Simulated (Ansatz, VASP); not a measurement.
One calculation of Li2S, two programs

```
S Li
1.0
     0.00000    2.82401    2.82401
     2.82401    0.00000    2.82401
     2.82401    2.82401    0.00000
S Li
1 2
Direct
  0.00000 0.00000 0.00000
  0.25000 0.25000 0.25000
  0.75000 0.75000 0.75000
```

Alike in both runs: task single point; functional PBE; k mesh 6 × 6 × 6; no spin polarisation.

```csv
,VASP,Ansatz
version,VASP 6.6.1,Ansatz 0.2.0
potentials or method,"VASP PAW PBE potentials, release 64 (S, Li_sv)","plane waves, PAW"
plane-wave cutoff (eV),750,420
occupations,"gaussian, width 0.01 eV",fixed
valence electrons in the cell,12,12
```

Ansatz gave:

| Item | Value |
| --- | --- |
| gap on the k mesh at the Fermi level (eV) | 3.37 |
| pressure (GPa) | 1.3 |

Problem. What did VASP give for the same quantities?

Solution. gap on the k mesh at the Fermi level (eV): 3.37; pressure (GPa): 1.2.
